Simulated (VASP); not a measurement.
# Pb (P6_3/mmc) in VASP: further runs

Pb is run at these levels: PBEsol; tasks: relaxation of cell and atoms.

Everything below comes from runs of VASP 6.6.1. Logs are shortened: lines on timing, memory, paths and dates and some standing lists are left out, and cuts for length are marked.

### Step 1. The cell of the first run

The structure is hexagonal, space group P6_3/mmc (No. 194). The conventional cell has a = 3.458 Å, b = 3.458 Å, c = 5.771 Å, α = 90.00°, β = 90.00°, γ = 120.00°. Pb (site symmetry -6m2) has 12 Pb at 3.46 to 3.51 Å within 4.5 Å.

This isn't the form of Pb at room conditions, which is fcc.

### Step 2. Relaxation of cell and atoms, PBEsol, target pressure 2 GPa, at which the enthalpy is minimised

INCAR reads:

```
SYSTEM = Pb
PREC = Accurate
ENCUT = 600
EDIFF = 1E-7
ISMEAR = -1
SIGMA = 0.08
LREAL = .FALSE.
LASPH = .TRUE.
NELM = 60
ALGO = Normal
ISIF = 3
LWAVE = .FALSE.
LCHARG = .FALSE.
GGA = PS
IBRION = 2
NSW = 100
EDIFFG = -0.002
PSTRESS = 20.0
```

KPOINTS reads:

```
Automatic mesh
0
G
  16 16 10
  0 0 0
```

POSCAR reads:

```
Pb
1.0
    3.4575336209      0.0000000000      0.0000000000
   -1.7287668104      2.9943119501      0.0000000000
    0.0000000000      0.0000000000      5.7712528970
Pb
2
Direct
    0.3333333333      0.6666666667      0.2500000000
    0.6666666667      0.3333333333      0.7500000000
```

Potentials or basis: VASP PAW PBE potentials, release 64 (Pb_d).

Command:

```console
cat potpaw_PBE.64/Pb_d/POTCAR > POTCAR
mpirun -np 1 vasp_std > vasp.out
```

OUTCAR:

```text
SYSTEM = Pb
   PREC = Accurate
   ENCUT = 600
   EDIFF = 1E-7
   ISMEAR = -1
   LREAL = .FALSE.
   LASPH = .TRUE.
   NELM = 60
   ISIF = 3
   GGA = PS
   IBRION = 2
   NSW = 100
   EDIFFG = -0.002
   PSTRESS = 20.0

 ion  position               nearest neighbor table
   1  0.333  0.667  0.250-   2 3.51   2 3.51   2 3.51   2 3.51   2 3.51   2 3.51
   2  0.667  0.333  0.750-   1 3.51   1 3.51   1 3.51   1 3.51   1 3.51   1 3.51

  LATTYP: Found a hexagonal cell.
 ALAT       =     3.4575336209
 C/A-ratio  =     1.6691820036

  Lattice vectors:

 A1 = (   3.4575336209,   0.0000000000,   0.0000000000)
 A2 = (  -1.7287668104,   2.9943119501,   0.0000000000)
 A3 = (   0.0000000000,   0.0000000000,   5.7712528970)

Analysis of symmetry for initial positions (statically):
=====================================================================
 Subroutine PRICEL returns:
 Original cell was already a primitive cell.

 Routine SETGRP: Setting up the symmetry group for a
 hexagonal supercell.

 Subroutine GETGRP returns: Found 24 space group operations
 (whereof 12 operations were pure point group operations)
 out of a pool of 24 trial point group operations.

The static configuration has the point symmetry D_3d.
 The point group associated with its full space group is D_6h.

Analysis of symmetry for dynamics (positions and initial velocities):
=====================================================================
 Subroutine PRICEL returns:
 Original cell was already a primitive cell.

 Routine SETGRP: Setting up the symmetry group for a
 hexagonal supercell.

 Subroutine GETGRP returns: Found 24 space group operations
 (whereof 12 operations were pure point group operations)
 out of a pool of 24 trial point group operations.

The dynamic configuration has the point symmetry D_3d.
 The point group associated with its full space group is D_6h.

 Subroutine INISYM returns: Found 24 space group operations
 (whereof 12 operations are pure point group operations),
 and found     1 'primitive' translations

----------------------------------------------------------------------------------------

                                     Primitive cell

  volume of cell :      59.7494

  direct lattice vectors                    reciprocal lattice vectors
     3.457533621  0.000000000  0.000000000     0.289223507  0.166983270  0.000000000
    -1.728766810  2.994311950  0.000000000     0.000000000  0.333966539  0.000000000
     0.000000000  0.000000000  5.771252897     0.000000000  0.000000000  0.173272601

  length of vectors
     3.457533621  3.457533621  5.771252897     0.333966539  0.333966539  0.173272601

  position of ions in fractional coordinates (direct lattice)
     0.333333333  0.666666667  0.250000000
     0.666666667  0.333333333  0.750000000

  ion indices of the primitive-cell ions
   primitive index   ion index
                 1           1
                 2           2

----------------------------------------------------------------------------------------

 KPOINTS: Automatic mesh

Automatic generation of k-mesh.
 Grid dimensions read from file:
 generate k-points for:   16   16   10

 Generating k-lattice:

  Cartesian coordinates                     Fractional coordinates (reciprocal lattice)
     0.018076469  0.010436454  0.000000000     0.062500000  0.000000000  0.000000000
     0.000000000  0.020872909  0.000000000     0.000000000  0.062500000  0.000000000
     0.000000000  0.000000000  0.017327260     0.000000000  0.000000000  0.100000000

  Length of vectors
     0.020872909  0.020872909  0.017327260

  Shift w.r.t. Gamma in fractional coordinates (k-lattice)
     0.000000000  0.000000000  0.000000000

 Subroutine IBZKPT returns following result:
 ===========================================

 Found    180 irreducible k-points:

 Following reciprocal coordinates:
            Coordinates               Weight
  0.000000  0.000000  0.000000      1.000000
  0.062500 -0.000000  0.000000      6.000000
  0.125000 -0.000000  0.000000      6.000000
  0.187500  0.000000  0.000000      6.000000
  0.250000 -0.000000  0.000000      6.000000
  0.312500 -0.000000  0.000000      6.000000
[... 16 lines left out ...]
  0.187500  0.187500  0.000000      6.000000
  0.250000  0.187500  0.000000     12.000000
 [... further k-points ...]
   k-points           NKPTS =    180   k-points in BZ     NKDIM =    180   number of bands    NBANDS=     18
   number of dos      NEDOS =    301   number of ions     NIONS =      2
   total plane-waves  NPLWV =  37632
   dimension x,y,z NGX =    28 NGY =   28 NGZ =   48
   dimension x,y,z NGXF=    56 NGYF=   56 NGZF=   96
   ions per type =               2
   NGX,Y,Z   is equivalent  to a cutoff of  13.46, 13.46, 13.83 a.u.
   NGXF,Y,Z  is equivalent  to a cutoff of  26.93, 26.93, 27.65 a.u.
 SYSTEM =  Pb
   PREC   = accura    normal or accurate (medium, high low for compatibility)
   ISTART =      0    job   : 0-new  1-cont  2-samecut
   ICHARG =      2    charge: 1-file 2-atom 10-const
   ISPIN  =      1    spin polarized calculation?
   LNONCOLLINEAR =      F non collinear calculations
   LSORBIT =      F    spin-orbit coupling
   LASPH  =      T    aspherical Exc in radial PAW
   ENCUT  =  600.0 eV  44.10 Ry    6.64 a.u.   6.91  6.91 11.53*2*pi/ulx,y,z
   NELM   =     60;   NELMIN=  2; NELMDL= -5     # of ELM steps
   EDIFF  = 0.1E-06   stopping-criterion for ELM
   LREAL  =      F    real-space projection
   EDIFFG = -.2E-02   stopping-criterion for IOM
   NSW    =    100    number of steps for IOM
   IBRION =      2    ionic relax: 0-MD 1-quasi-New 2-CG
   NFREE  =      1    steps in history (QN), initial steepest desc. (CG)
   ISIF   =      3    stress and relaxation
   ISYM   =      2    0-nonsym 1-usesym 2-fastsym
   POTIM  = 0.5000    time-step for ionic-motion
   TEBEG  =    0.0;   TEEND  =   0.0 temperature during run
   PSTRESS=   20.0 pullay stress
   NELECT =      28.0000    total number of electrons
   NUPDOWN=      -1.0000    fix difference up-down
   EMIN   =  10.00;   EMAX   =-10.00  energy-range for DOS
   EFERMI =   0.00;   METHOD = LEGACY
   ISMEAR =    -1;   SIGMA  =   0.08  broadening in eV -4-tet -1-fermi 0-gaus
   EFERMI_NEDOS =   21; number of points for ismear=-14 and -15
   IALGO  =     38    algorithm
   IMIX   =      4    mixing-type and parameters
     AMIX     =   0.40;   BMIX     =  1.00
     AMIX_MAG =   1.60;   BMIX_MAG =  1.00
  volume/ion in A,a.u.               =      29.87       201.60
  Fermi-wavevector in a.u.,A,eV,Ry     =   1.271597  2.402971 22.000078  1.616960
  Thomas-Fermi vector in A             =   2.404522
   LORBIT       =      0    0 simple, 1 ext, 2 COOP (PROOUT), +10 PAW based schemes
   GGA     = PS    functional components
   LHFCALC =     F    Hartree Fock is set to
   AEXX    =    0.0000 exact exchange contribution
   IVDW    =     0    specifies the selected vdW correction
   LEPSILON=     F    determine dielectric tensor
   LRPA    =     F    only Hartree local field effects (RPA)
 conjugate gradient relaxation of ions
 non-spin polarized calculation
  energy-cutoff  :      600.00
  volume of cell :       59.75
 maximum number of plane-waves:      2018
 NGX is ok and might be reduce to    28
   NGX = 13   NGY = 13   NGZ = 23

--------------------------------------- Ionic step        1  -------------------------------------------

 number of electron      28.0000006 magnetization

 Free energy of the ion-electron system (eV)
  ---------------------------------------------------
  ext. energy  EPLUGINS =         0.00000000
  ---------------------------------------------------
  free energy    TOTEN  =        -7.98720846 eV

  energy without entropy =       -7.96419135  energy(sigma->0) =       -7.97569991

------------------------ aborting loop because EDIFF is reached ----------------------------------------

  FORCE on cell =-STRESS in cart. coord.  units (eV):
  Direction    XX          YY          ZZ          XY          YZ          ZX
  --------------------------------------------------------------------------------------
  -------------------------------------------------------------------------------------
  Total        0.0012094      0.0012094     -0.0062302      0.0000000     -0.0000000     -0.0000000
  in kB        0.0324296      0.0324296     -0.1670625      0.0000000     -0.0000000     -0.0000000
  external PRESSURE =     -20.0340678 kB  Pullay stress =      20.0000000 kB

 VOLUME and BASIS-vectors are now :
 -----------------------------------------------------------------------------
  energy-cutoff  :      600.00
  volume of cell :       59.75
      direct lattice vectors                 reciprocal lattice vectors
     3.457533621  0.000000000  0.000000000     0.289223507  0.166983270  0.000000000
    -1.728766810  2.994311950  0.000000000     0.000000000  0.333966539  0.000000000
     0.000000000  0.000000000  5.771252897     0.000000000  0.000000000  0.173272601
[... 160 lines left out ...]
  FREE ENERGIE OF THE ION-ELECTRON SYSTEM (eV)
  ---------------------------------------------------
  free  energy   TOTEN  =        -7.9738857415 eV

  energy  without entropy=       -7.9522260283  energy(sigma->0) =       -7.96305588

  enthalpy is  TOTEN    =        -7.2559627319 eV   P V=        0.7179230096

--------------------------------------- Ionic step        6  -------------------------------------------

 number of electron      28.0000002 magnetization

 Free energy of the ion-electron system (eV)
  ---------------------------------------------------
  ext. energy  EPLUGINS =         0.00000000
  ---------------------------------------------------
  free energy    TOTEN  =        -7.97370831 eV

  energy without entropy =       -7.95206022  energy(sigma->0) =       -7.96288426

 E-fermi :   7.6652     XC(G=0): -10.6017

 val. band max:        7.6396012970   @ k =   0.2500   0.1875   0.2000
 cond. band min:       7.6690477172   @ k =   0.3750   0.1875   0.0000
 fundamental gap:      0.0294464202
 Fermi energy:         7.6651646821

 k-point     1 :       0.0000    0.0000    0.0000
  band No.  band energies     occupation
      1      -9.3751      2.00000
      2      -9.3419      2.00000
      3      -9.3107      2.00000
      4      -9.3107      2.00000
      5      -9.2872      2.00000
      6      -9.2872      2.00000
[... 10 lines left out ...]
     17      15.6589      0.00000
     18      15.6589      0.00000
[... 463 lines left out ...]
 k-point    24 :       0.2500    0.1875    0.0000
  band No.  band energies     occupation
      1      -9.3776      2.00000
      2      -9.3606      2.00000
      3      -9.3192      2.00000
      4      -9.2814      2.00000
      5      -9.2102      2.00000
      6      -9.1663      2.00000
[... 10 lines left out ...]
     17      11.1195      0.00000
     18      11.5406      0.00000

 [... further k-points ...]

------------------------ aborting loop because EDIFF is reached ----------------------------------------

  FORCE on cell =-STRESS in cart. coord.  units (eV):
  Direction    XX          YY          ZZ          XY          YZ          ZX
  --------------------------------------------------------------------------------------
  -------------------------------------------------------------------------------------
  Total        0.7174407      0.7174407      0.7140364      0.0000000      0.0000000      0.0000000
  in kB       19.9915276     19.9915276     19.8966655      0.0000000      0.0000000      0.0000000
  external PRESSURE =      -0.0400931 kB  Pullay stress =      20.0000000 kB

 VOLUME and BASIS-vectors are now :
 -----------------------------------------------------------------------------
  energy-cutoff  :      600.00
  volume of cell :       57.50
      direct lattice vectors                 reciprocal lattice vectors
     3.413809088  0.000000000 -0.000000000     0.292927921  0.169122014  0.000000000
    -1.706904544  2.956445393 -0.000000000    -0.000000000  0.338244029  0.000000000
    -0.000000000 -0.000000000  5.696938714     0.000000000  0.000000000  0.175532870

 POSITION                                       TOTAL-FORCE (eV/Angst)
 -----------------------------------------------------------------------------------
     -0.00000      1.97096      1.42423         0.000000      0.000000      0.000000
      1.70690      0.98548      4.27270        -0.000000     -0.000000      0.000000
 -----------------------------------------------------------------------------------
    total drift:                               -0.000000      0.000000      0.000000

  FREE ENERGIE OF THE ION-ELECTRON SYSTEM (eV)
  ---------------------------------------------------
  free  energy   TOTEN  =        -7.9737083079 eV

  energy  without entropy=       -7.9520602168  energy(sigma->0) =       -7.96288426

  enthalpy is  TOTEN    =        -7.2559635112 eV   P V=        0.7177447966

 reached required accuracy - stopping structural energy minimisation
```

Wall time 6 min (1 thread of Intel Xeon 6975P-C (Granite Rapids), shared host); peak memory 0.34 GiB.

What came out:

- Free energy: -7.9737 eV
- Relaxed volume: 28.75 Å³/atom
- Relaxed cell: a = 3.414 Å, b = 3.414 Å, c = 5.697 Å, α = 90.00°, β = 90.00°, γ = 120.00°
- Space group after relaxing (to 0.1 Å): P6_3/mmc (No. 194)
- Energy change on relaxing (the run minimises the enthalpy): +6.8 meV/atom
- Ionic steps: 6
- Pressure after relaxing: 2.0 GPa
- Band gap on the k mesh: zero (bands 14 and 15 overlap by 7.96 eV)

The path:
| step | energy change (eV) | largest force (eV/Å) | pressure (GPa) | volume (Å³) |
| --- | --- | --- | --- | --- |
| 1 | 0.0000 | 0.0000 | 0.00 | 59.75 |
| 2 | 0.0277 | 0.0000 | 2.95 | 56.58 |
| 3 | 0.0135 | 0.0000 | 2.00 | 57.49 |
| 4 | 0.0141 | 0.0000 | 2.04 | 57.45 |
| 5 | 0.0133 | 0.0000 | 1.99 | 57.51 |
| 6 | 0.0135 | 0.0000 | 2.00 | 57.50 |

Final structure:
```
Pb
1.0
     3.41381    0.00000    0.00000
    -1.70690    2.95645    0.00000
     0.00000    0.00000    5.69694
Pb
2
Cartesian
  0.0000 1.9710 1.4242
  1.7069 0.9855 4.2727
```

Caveat: the cell is relaxed towards a set pressure, so the run minimises the enthalpy, not the energy; the PAW data sets were made with another functional, which shifts forces and pressure a little; spin-orbit coupling is left out, which moves the levels of the heavy elements.

### Step 3. Relaxation of cell and atoms, PBEsol

This run uses another cell than the first one, of 29.31 Å³/atom.

INCAR reads:

```
SYSTEM = Pb
ALGO = Normal
EDIFF = 1E-6
EDIFFG = -0.002
ENCUT = 600
GGA = PS
IBRION = 2
ISIF = 3
ISMEAR = -1
LASPH = .TRUE.
LCHARG = .FALSE.
LREAL = .FALSE.
LWAVE = .FALSE.
NELM = 80
NSW = 100
PREC = Accurate
SIGMA = 0.08
```

KPOINTS reads:

```
k-points
0
G
  16 16 10
  0 0 0
```

POSCAR reads:

```
Pb
1.0
    3.4800000000      0.0000000000      0.0000000000
   -1.7400000000      3.0137684052      0.0000000000
    0.0000000000      0.0000000000      5.5900000000
Pb
2
Direct
    0.3333333333      0.6666666667      0.2500000000
    0.6666666667      0.3333333333      0.7500000000
```

Potentials or basis: VASP PAW PBE potentials, release 64 (Pb_d).

Command:

```console
cat potpaw_PBE.64/Pb_d/POTCAR > POTCAR
mpirun -np 1 vasp_std > vasp.out
```

Run time: 9.4 min. Hardware: 1 thread of Intel Xeon 6975P-C (Granite Rapids), shared host; peak memory 0.34 GiB.

Results (log left out):

```yaml
Free_energy: -7.9870 eV
Relaxed_volume: 29.86 Å³/atom
Relaxed_cell: a = 3.458 Å, b = 3.458 Å, c = 5.767 Å, α = 90.00°, β = 90.00°, γ = 120.00°
Space_group_after_relaxing_to_0.1_Å: P6_3/mmc (No. 194)
Energy_gained_by_relaxing: 6.4 meV/atom
Ionic_steps: 17
Pressure_after_relaxing: 0.0 GPa
Band_gap_on_the_k_mesh: zero (bands 14 and 15 overlap by 7.64 eV)
```

The path:
| step | energy change (eV) | largest force (eV/Å) | pressure (GPa) | volume (Å³) |
| --- | --- | --- | --- | --- |
| 1 | 0.0000 | 0.0000 | 1.02 | 58.63 |
| 2 | -0.0093 | 0.0000 | -0.36 | 60.22 |
| 3 | -0.0093 | 0.0000 | -0.39 | 60.29 |
| 4 | -0.0122 | 0.0000 | -0.17 | 59.96 |
| 5 | -0.0127 | 0.0000 | -0.03 | 59.76 |
| 6 | -0.0127 | 0.0000 | -0.02 | 59.74 |
| 7 | -0.0127 | 0.0000 | -0.01 | 59.73 |
| 8 | -0.0127 | 0.0000 | 0.00 | 59.71 |
| 9 | -0.0127 | 0.0000 | 0.05 | 59.66 |
| 10 | -0.0127 | 0.0000 | 0.04 | 59.69 |
| 11 | -0.0127 | 0.0000 | 0.04 | 59.70 |
| 12 | -0.0127 | 0.0000 | 0.02 | 59.71 |
| 13 | -0.0127 | 0.0000 | 0.05 | 59.71 |
| 14 | -0.0127 | 0.0000 | 0.03 | 59.71 |
| 15 | -0.0127 | 0.0000 | 0.02 | 59.71 |
| 16 | -0.0127 | 0.0000 | 0.02 | 59.72 |
| 17 | -0.0127 | 0.0000 | 0.01 | 59.72 |

Final structure:
```
Pb
1.0
     3.45788    0.00000    0.00000
    -1.72894    2.99461    0.00000
     0.00000    0.00000    5.76724
Pb
2
Direct
  0.33333 0.66667 0.25000
  0.66667 0.33333 0.75000
```

Levels at points of the mesh, in eV from the Fermi level:
```
           k point  band 10  band 11  band 12  band 13  band 14  band 15  band 16  band 17  band 18
(0.00, 0.00, 0.00)   -16.69   -11.83    -8.29    -4.29     5.94     5.94     7.30     7.68     7.68
(0.50, 0.00, 0.00)   -16.64    -8.23    -7.06    -3.01    -1.64    -0.47     1.76     2.27     5.69
(0.00, 0.00, 0.50)   -16.75   -10.65   -10.65     0.56     0.56     6.76     6.76     6.76     6.76
(0.50, 0.00, 0.50)   -16.65    -7.47    -7.47    -3.72    -3.72     3.48     3.48     3.60     3.60
```

Caveat: the PAW data sets were made with another functional, which shifts forces and pressure a little; spin-orbit coupling is left out, which moves the levels of the heavy elements.

(Continued in part 2 of 3.)
